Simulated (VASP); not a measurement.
Al, 4 atoms in the cell. Symmetry: P6_3/mmc, No. 194, hexagonal system. Conventional cell: a = 2.697 Å, b = 2.697 Å, c = 8.856 Å, α = 90.00°, β = 90.00°, γ = 120.00°. Al (site symmetry -3m) has 12 Al at 2.70 to 2.71 Å within 3.6 Å. Within 3.6 Å of Al (site symmetry -6m2) lie 12 Al at 2.70 to 2.71 Å.  This cell differs from its parent crystal: volume scaled by 0.88.

- Program: VASP 6.6.1
- Task: relaxation of shape and atoms at fixed volume
- Functional: PBE
- Dispersion: D3(BJ)
- Potentials or basis: VASP PAW PBE potentials, release 64 (Al)
- Cutoff: 600 eV
- k mesh: 18 × 18 × 6
- Occupations: gaussian, width 0.1 eV
- Spin: no spin polarisation
- Dipole correction: no
- Further INCAR settings: ALGO = Normal; EDIFF = 1e-06; IBRION = 2; EDIFFG = -0.01; NSW = 50; ISIF = 4

Potentials or basis: VASP PAW PBE potentials, release 64 (Al).

Launch:

```bash
$ cat potpaw_PBE.64/Al/POTCAR > POTCAR
$ mpirun -np 1 vasp_std > vasp.out
```

Hardware: 1 thread of Intel(R) Xeon(R) Platinum 8375C CPU @ 2.90GHz (Ice Lake), with other jobs on the host.

Task: How long does it take, and how much memory?

Result: It took 46 s on 1 thread of Intel(R) Xeon(R) Platinum 8375C CPU @ 2.90GHz (Ice Lake), with other jobs on the host, peak memory 0.25 GiB. Counts: scf iterations 10, k points 148, ion steps 1.
